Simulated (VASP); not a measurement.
Runs of VASP 6.6.1 on BaTiO3. The structure is that of space group Pm-3m (No. 221), or close to it. The cells are those of the table. 

| level | potentials or basis | cell | k mesh | cutoff (eV) | gap on the mesh (eV) | pressure (GPa) |
| --- | --- | --- | --- | --- | --- | --- |
| PBEsol+D4 | VASP PAW PBE potentials, release 64 (Ba_sv, Ti_sv, O_h) | a = 3.957 Å, 5 atoms | 7 × 7 × 7 | 1340 | (b) | 1.9 |
| LDA | VASP PAW LDA potentials, release 64 (Ba_sv, Ti_sv, O_h) | a = 3.979 Å, 5 atoms | 7 × 7 × 7 | 1340 | 1.76 | -4.1 |
| LDA | VASP PAW LDA potentials, release 64 (Ba_sv, Ti_sv, O_h) | a = 4.006 Å, 5 atoms | 7 × 7 × 7 | 1340 | 1.72 | -7.5 |
| PBE | VASP PAW PBE potentials, release 64 (Ba_sv, Ti_sv, O_h) | a = 4.085 Å, 5 atoms | 7 × 7 × 7 | 1340 | 1.68 | (c) |
| PBE | VASP PAW PBE potentials, release 64 (Ba_sv, Ti_sv, O_h) | a = 4.059 Å, 5 atoms | 7 × 7 × 7 | 1340 | 1.72 | (a) |
| LDA | VASP PAW LDA potentials, release 64 (Ba_sv, Ti_sv, O) | a = 4.006 Å, 5 atoms | 5 × 5 × 5 | 600 | 1.77 | -7.5 |
| PBE | VASP PAW PBE potentials, release 64 (Ba_sv, Ti_sv, O_h) | a = 4.006 Å, 5 atoms | 7 × 7 × 7 | 1340 | 1.80 | 3.3 |

Alike in all rows: no spin polarisation.

Fill in the values left out.

(a) -3.0; (b) 1.83; (c) -5.8.

Caveats: spin-orbit coupling is left out, which moves the levels of the heavy elements; an odd mesh through Γ misses points on the zone boundary, where band edges can lie; the cell stands under tension (at least some runs); the PAW data sets were made with another functional, which shifts forces and pressure a little (at least some runs); the cell stands under pressure (at least some runs).

A k mesh can miss the band edges, and the runs leave out spin-orbit coupling on Ba.
